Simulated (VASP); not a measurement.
# HfN (lda) (Fm-3m) in VASP: a series of runs, part 2 of 2

VASP 6.6.1. The steps go on from the part before.

## 4. Single point, LDA

This run uses another cell than the first one, of 11.16 Å³/atom, 0.972 times its volume.

INCAR

```
SYSTEM = HfN
PREC = Accurate
ENCUT = 520
EDIFF = 1E-7
ISMEAR = -1
SIGMA = 0.15
LREAL = .False.
LASPH = .True.
NELM = 80
ALGO = Normal
ISIF = 2
LWAVE = .False.
LCHARG = .True.
LELF = .True.
LVHAR = .True.
NBANDS = 14
```

KPOINTS

```
Automatic mesh
0
Gamma
  16 16 16
  0 0 0
```

POSCAR

```
HfN
1.0
    0.0000000000      2.2344668434      2.2344668434
    2.2344668434      0.0000000000      2.2344668434
    2.2344668434      2.2344668434      0.0000000000
Hf N
1 1
Direct
    0.0000000000      0.0000000000      0.0000000000
    0.5000000000      0.5000000000      0.5000000000
```

Potentials or basis: VASP PAW LDA potentials, release 64 (Hf_pv, N).

The run is started by

```
$ cat potpaw_LDA.64/Hf_pv/POTCAR potpaw_LDA.64/N/POTCAR > POTCAR
$ mpirun -np 1 vasp_std > vasp.out
```

OUTCAR:

```text
SYSTEM = HfN
   PREC = Accurate
   ENCUT = 520
   EDIFF = 1E-7
   ISMEAR = -1
   LREAL = .False.
   LASPH = .True.
   NELM = 80
   ISIF = 2

 ion  position               nearest neighbor table
   1  0.000  0.000  0.000-   2 2.23   2 2.23   2 2.23   2 2.23   2 2.23   2 2.23
   2  0.500  0.500  0.500-   1 2.23   1 2.23   1 2.23   1 2.23   1 2.23   1 2.23

  LATTYP: Found a face centered cubic cell.
 ALAT       =     4.4689336868

  Lattice vectors:

 A1 = (   0.0000000000,   2.2344668434,   2.2344668434)
 A2 = (   2.2344668434,   0.0000000000,   2.2344668434)
[... 593 lines left out ...]

  FORCE on cell =-STRESS in cart. coord.  units (eV):
  Direction    XX          YY          ZZ          XY          YZ          ZX
  --------------------------------------------------------------------------------------
  -------------------------------------------------------------------------------------
  Total       -0.1744238     -0.1744238     -0.1744238      0.0000000      0.0000000      0.0000000
  in kB      -12.5246240    -12.5246240    -12.5246240      0.0000000      0.0000000      0.0000000
  external PRESSURE =     -12.5246240 kB  Pullay stress =       0.0000000 kB

 VOLUME and BASIS-vectors are now :
 -----------------------------------------------------------------------------
  energy-cutoff  :      520.00
  volume of cell :       22.31
      direct lattice vectors                 reciprocal lattice vectors
     0.000000000  2.234466843  2.234466843    -0.223767026  0.223767026  0.223767026
     2.234466843  0.000000000  2.234466843     0.223767026 -0.223767026  0.223767026
     2.234466843  2.234466843  0.000000000     0.223767026  0.223767026 -0.223767026

 POSITION                                       TOTAL-FORCE (eV/Angst)
 -----------------------------------------------------------------------------------
      0.00000      0.00000      0.00000        -0.000000      0.000000      0.000000
      2.23447      2.23447      2.23447         0.000000     -0.000000     -0.000000
 -----------------------------------------------------------------------------------
    total drift:                                0.000000     -0.000000     -0.000000

  FREE ENERGIE OF THE ION-ELECTRON SYSTEM (eV)
  ---------------------------------------------------
  free  energy   TOTEN  =       -23.8915610769 eV

  energy  without entropy=      -23.8497531526  energy(sigma->0) =      -23.87065711
```

OSZICAR:

```text
N       E                     dE             d eps       ncg     rms          rms(c)
DAV:   1     0.347313921311E+02    0.34731E+02   -0.78458E+03  4090   0.102E+03
DAV:   2    -0.251669539758E+02   -0.59898E+02   -0.56467E+02  5260   0.229E+02
DAV:   3    -0.268713307742E+02   -0.17044E+01   -0.16981E+01  4776   0.310E+01
DAV:   4    -0.268773255186E+02   -0.59947E-02   -0.59941E-02  4860   0.214E+00
DAV:   5    -0.268773649679E+02   -0.39449E-04   -0.39448E-04  4784   0.144E-01    0.536E+01
DAV:   6    -0.240389788465E+02    0.28384E+01   -0.83528E+00  4342   0.221E+01    0.456E+01
DAV:   7    -0.239273180785E+02    0.11166E+00   -0.43548E-01  5176   0.513E+00    0.277E+01
DAV:   8    -0.238962625902E+02    0.31055E-01   -0.11236E-01  5158   0.271E+00    0.497E+00
DAV:   9    -0.238917575211E+02    0.45051E-02   -0.13623E-02  4618   0.905E-01    0.191E+00
DAV:  10    -0.238915860274E+02    0.17149E-03   -0.96012E-04  5302   0.277E-01    0.348E-01
DAV:  11    -0.238915616606E+02    0.24367E-04   -0.66488E-05  4542   0.770E-02    0.489E-02
DAV:  12    -0.238915610813E+02    0.57933E-06   -0.60565E-06  5292   0.208E-02    0.195E-02
DAV:  13    -0.238915610769E+02    0.43810E-08   -0.90147E-08  3000   0.287E-03
   1 F= -.23891561E+02 E0= -.23870657E+02  d E =-.418079E-01
```

stdout:

```text
POSCAR found type information on POSCAR HfN
 POSCAR found :  2 types and       2 ions
 scaLAPACK will be used
 LDA part: xc-table for (Slater(with rela. corr.)+CA(PZ))
 , standard interpolation
 POSCAR, INCAR and KPOINTS ok, starting setup
 FFT: planning ... GRIDC
 FFT: planning ... GRID_SOFT
 FFT: planning ... GRID
 WAVECAR not read
 entering main loop
```

Wall time 47 s (1 thread of Intel Xeon Platinum 8259CL at 2.50GHz (Skylake/Cascade Lake), shared host); peak memory 0.16 GiB.

What came out:

| Item | Value |
| --- | --- |
| Free energy | -23.8916 eV |
| Pressure | -1.3 GPa |

Caveat: spin-orbit coupling is left out, which moves the levels of the heavy elements.

## 5. Relaxation of cell and atoms, LDA

This run uses another cell than the first one, of 11.15 Å³/atom, 0.971 times its volume.

INCAR

```
PREC = Accurate
ENCUT = 600
EDIFF = 1E-6
ISMEAR = -1
SIGMA = 0.15
LREAL = F
LASPH = T
NELM = 80
ALGO = Normal
ISIF = 3
LWAVE = F
LCHARG = F
GGA = CA
IBRION = 2
NSW = 80
EDIFFG = -0.001
```

KPOINTS

```
regular mesh
0
Gamma
  16 16 16
```

POSCAR

```
HfN
1.0
    0.0000000000      2.2341135842      2.2341135842
    2.2341135842      0.0000000000      2.2341135842
    2.2341135842      2.2341135842      0.0000000000
Hf N
1 1
Direct
    0.0000000000      0.0000000000      0.0000000000
    0.5000000000      0.5000000000      0.5000000000
```

The run is started by

```
$ cat potpaw_LDA.64/Hf_pv/POTCAR potpaw_LDA.64/N/POTCAR > POTCAR
$ mpirun -np 1 vasp_std > vasp.out
```

Run time: 2.1 min. Hardware: 1 thread of Intel Xeon Platinum 8259CL at 2.50GHz (Skylake/Cascade Lake), shared host; peak memory 0.19 GiB.

Results (log left out):

```yaml
Free_energy: -23.8925 eV
Relaxed_volume: 11.11 Å³/atom
Relaxed_cell: a = 3.156 Å, b = 3.156 Å, c = 3.156 Å, α = 60.00°, β = 60.00°, γ = 60.00°
Space_group_after_relaxing_to_0.05_Å: Fm-3m (No. 225)
Energy_gained_by_relaxing: 0.2 meV/atom
Ionic_steps: 3
Pressure_after_relaxing: 0.0 GPa
```

The path:
```tsv
step	energy change (eV)	largest force (eV/Å)	pressure (GPa)	volume (Å³)
1	0.0000	0.0000	-1.14	22.30
2	0.0010	0.0000	2.39	22.05
3	-0.0003	0.0000	0.00	22.22
```

Final structure:
```xyz
2
Lattice="0.0000 2.2313 2.2313 2.2313 0.0000 2.2313 2.2313 2.2313 0.0000" Properties=species:S:1:pos:R:3 pbc="T T T"
Hf    0.0000    0.0000    0.0000
N     2.2313    2.2313    2.2313
```

Levels at points of the mesh, in eV from the Fermi level:
```
           k point  band 5  band 6  band 7  band 8  band 9  band 10  band 11
(0.00, 0.00, 0.00)   -2.99   -2.99   -2.99   -0.41   -0.41    -0.41     2.00
(0.50, 0.00, 0.00)   -9.05   -6.34   -6.34    3.45    3.86     3.86     4.76
(0.50, 0.50, 0.00)   -5.27   -3.99   -3.62   -3.62    4.25     5.79     5.79
```

Caveat: spin-orbit coupling is left out, which moves the levels of the heavy elements.

## 6. The runs side by side

```csv
task,cell,k mesh,cutoff (eV),smearing,gap on the mesh (eV),pressure (GPa)
single point,"a = 3.190 Å, angles 60.0°, 2 atoms",8 × 8 × 8,520,gaussian 0.1 eV,none,-9.3
single point,"a = 3.160 Å, angles 60.0°, 2 atoms",16 × 16 × 16,520,gaussian 0.1 eV,none,-1.3
single point,"a = 3.160 Å, angles 60.0°, 2 atoms",16 × 16 × 16,520,fermi-dirac 0.15 eV,none,-1.3
relaxation of cell and atoms,"relaxed from a = 3.160 Å, angles 60.0°, 2 atoms",16 × 16 × 16,600,fermi-dirac 0.15 eV,none,0.0
```

Alike in all rows: level LDA; potentials or basis VASP PAW LDA potentials, release 64 (Hf_pv, N); no spin polarisation.

Caveats: spin-orbit coupling is left out, which moves the levels of the heavy elements.

Absolute energies hang on the potentials; compare differences alone.
